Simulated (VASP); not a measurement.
A run of VASP 6.6.1 is set up as follows.

INCAR

```
SYSTEM = TiCo
ALGO     = Normal         ! electronic algorithm
EDIFF    = 1E-6           ! SCF threshold, eV
ENCUT    = 520            ! plane-wave cutoff, eV
GGA      = PE             ! functional
ISIF     = 2              ! what is computed and relaxed
ISMEAR   = 0              ! smearing method
ISPIN    = 2              ! spin polarisation
LASPH    = .TRUE.         ! aspherical terms in the spheres
LCHARG   = .FALSE.        ! write CHGCAR
LMAXMIX  = 4              ! l up to which the mixer works
LORBIT   = 11             ! projections on sites
LREAL    = .FALSE.        ! projectors in reciprocal space
LWAVE    = .FALSE.        ! write WAVECAR
MAGMOM   = 0 1.09         ! initial moments
NBANDS   = 22             ! bands
NELM     = 150            ! most SCF steps
PREC     = Accurate       ! precision mode
SIGMA    = 0.1            ! smearing width, eV
```

The input KPOINTS:

```
k-points
0
G
  14 14 14
  0 0 0
```

File POSCAR:

```
TiCo
1.0
    2.9855872876      0.0000000000      0.0000000000
    0.0000000000      2.9855872876      0.0000000000
    0.0000000000      0.0000000000      2.9855872876
Ti Co
1 1
Direct
    0.0000000000      0.0000000000      0.0000000000
    0.5000000000      0.5000000000      0.5000000000
```

Potentials or basis: VASP PAW PBE potentials, release 64 (Ti_sv, Co).

Run with:

```sh
$ cat potpaw_PBE.64/Ti_sv/POTCAR potpaw_PBE.64/Co/POTCAR > POTCAR
$ mpirun -np 1 vasp_std > vasp.out
```

Question: What does it give for the net moment?

Answer: 0.87 μB per cell.

Question: Predict the site moments.

Answer: Ti -0.03; Co +0.95 μB.

Question: Estimate the pressure.

Answer: -0.5 GPa.
